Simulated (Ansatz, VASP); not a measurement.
One calculation of BAs, two programs

File INCAR:

```
PREC     = Accurate       # precision mode
ENCUT    = 520            # plane-wave cutoff, eV
EDIFF    = 1E-6           # SCF threshold, eV
ISMEAR   = 0              # smearing method
SIGMA    = 0.05           # smearing width, eV
LREAL    = F              # projectors in reciprocal space
LASPH    = T              # aspherical terms in the spheres
NELM     = 80             # most SCF steps
ALGO     = Normal         # electronic algorithm
ISIF     = 2              # what is computed and relaxed
LWAVE    = F              # write WAVECAR
LCHARG   = F              # write CHGCAR
GGA      = PE             # functional
NBANDS   = 11             # bands
```

The input KPOINTS:

```
Automatic mesh
0
Gamma
  12 12 12
```

Contents of POSCAR:

```
BAs
1.0
    0.0000000000      2.6811355699      1.8955628479
    2.6811355699      0.0000000000      1.8955628479
    2.6811355699      2.6811355699      0.0000000000
B As
1 1
Direct
    0.0000000000      0.0000000000      0.0000000000
    0.7500000000      0.7500000000      0.7500000000
```

Input for Ansatz:

```yaml
crystal:
  lattice:
    - [0.0, 2.6811355699, 1.8955628479]
    - [2.6811355699, 0.0, 1.8955628479]
    - [2.6811355699, 2.6811355699, 0.0]
  atoms:
    - { symbol: B, position: [0.0, 0.0, 0.0] }
    - { symbol: As, position: [0.75, 0.75, 0.75] }
basis:
  ecutwfc: 420
kpoints:
  mp_grid: { grid: [12, 12, 12] }
hamiltonian:
  xc: pbe
scf:
  occupations: { method: gaussian, width: 0.05 }
output:
  forces: true
  stress: true
  eigenvalues: true
```

Alike in both runs: task single point; functional PBE; k mesh 12 × 12 × 12; occupations gaussian, width 0.05 eV; no spin polarisation.

```csv
,VASP,Ansatz
version,VASP 6.6.1,Ansatz 0.2.0
potentials or method,"VASP PAW PBE potentials, release 64 (B, As), cutoff 520 eV","scalar-relativistic, plane waves, PAW"
valence electrons in the cell,8,18
```

Ansatz gave:

```
gap on the k mesh at the Fermi level (eV)                     : none
pressure (GPa)                                                : -0.8
traceless stress, the component that is largest in VASP (GPa) : 20.93
```

Task: Estimate VASP's values.

Result: gap on the k mesh at the Fermi level (eV): none; pressure (GPa): -0.3; traceless stress, the component that is largest in VASP (GPa): 20.73.

A gap of «none» marks a metal or a gap that the smearing closes. VASP's potentials hold 8 valence electrons a cell and Ansatz's 18, so a difference there can come from the potentials and not from the codes.
